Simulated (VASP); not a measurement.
Runs of VASP 6.6.1 on KTaO3. The structure is that of space group Pm-3m (No. 221), or close to it. The cells are those of the table. 

```tsv
cell	gap on the mesh (eV)	pressure (GPa)
a = 4.154 Å, 5 atoms	1.89	-14.1
a = 4.064 Å, 5 atoms	2.05	(a)
a = 4.024 Å, 5 atoms	2.12	0.6
a = 3.856 Å, 5 atoms	2.38	33.2
a = 3.988 Å, 5 atoms	2.18	6.1
a = 3.984 Å, 5 atoms	2.18	6.8
a = 3.900 Å, 5 atoms	2.32	22.9
a = 4.103 Å, 5 atoms	1.98	(c)
a = 3.942 Å, 5 atoms	(b)	(d)
```

Alike in all rows: task single point; level PBE; potentials or basis VASP PAW PBE potentials, release 64 (K_sv, Ta_pv, O); no spin polarisation; k mesh 8 × 8 × 8; cutoff (eV) 520; smearing gaussian 0.02 eV.

Question: Fill in the values left out.

Answer: (a) -4.7; (b) 2.25; (c) -9.2; (d) 14.2.

Caveats: spin-orbit coupling is left out, which moves the levels of the heavy elements.

A k mesh can miss the band edges, and the runs leave out spin-orbit coupling on Ta.
